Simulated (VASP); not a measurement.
Write the native input for VASP 6.6.1 that does the following.

```yaml
Task: relaxation of cell and atoms
Functional: PBEsol
Potentials_or_basis: VASP PAW PBE potentials, release 64 (Al, N)
Cutoff: 600 eV
k_mesh: 8 × 8 × 8
Occupations: gaussian, width 0.01 eV
Spin: no spin polarisation
Target_pressure: 5 GPa
Dipole_correction: no
Further_INCAR_settings: ALGO = Normal; EDIFF = 1e-06; IBRION = 2; EDIFFG = -0.01; NSW = 80; ISIF = 3
```

The structure of AlN lies in POSCAR:

```
AlN
1.0
    0.0000000000      1.9690000000      1.9690000000
    1.9690000000      0.0000000000      1.9690000000
    1.9690000000      1.9690000000      0.0000000000
Al N
1 1
Direct
    0.0000000000      0.0000000000      0.0000000000
    0.5000000000      0.5000000000      0.5000000000
```

The input as run:

INCAR

```
SYSTEM = AlN
ALGO = Normal
EDIFF = 1E-6
EDIFFG = -0.01
ENCUT = 600
GGA = PS
IBRION = 2
ISIF = 3
ISMEAR = 0
LASPH = .True.
LCHARG = .False.
LREAL = .False.
LWAVE = .False.
NELM = 60
NSW = 80
PREC = Accurate
PSTRESS = 50.0
SIGMA = 0.01
```

KPOINTS

```
k-points
0
Gamma
  8 8 8
  0 0 0
```

Potentials or basis: VASP PAW PBE potentials, release 64 (Al, N).

Run with:

```console
$ cat potpaw_PBE.64/Al/POTCAR potpaw_PBE.64/N/POTCAR > POTCAR
$ mpirun -np 1 vasp_std > vasp.out
```

It gave:

The relaxed volume is 8.12 Å³/atom and the relaxed cell is a = 2.842 Å, b = 2.842 Å, c = 2.842 Å, α = 60.00°, β = 60.00°, γ = 60.00°. The space group after relaxing (to 0.05 Å) is Fm-3m (No. 225) and the energy change on relaxing (the enthalpy is what falls) is -43.3 meV/atom. The ionic steps are 4, the pressure after relaxing is 5.1 GPa and the band gap on the k mesh is 4.73 eV, indirect (least direct gap 5.93 eV).

Caveat: the cell is relaxed towards a set pressure, so the enthalpy falls and the energy may rise; the PAW data sets were made with another functional, which shifts forces and pressure a little.

Wall time 6.5 s on 1 thread of Intel(R) Xeon(R) Platinum 8488C (Sapphire Rapids), on a shared host, peak memory 0.13 GiB.
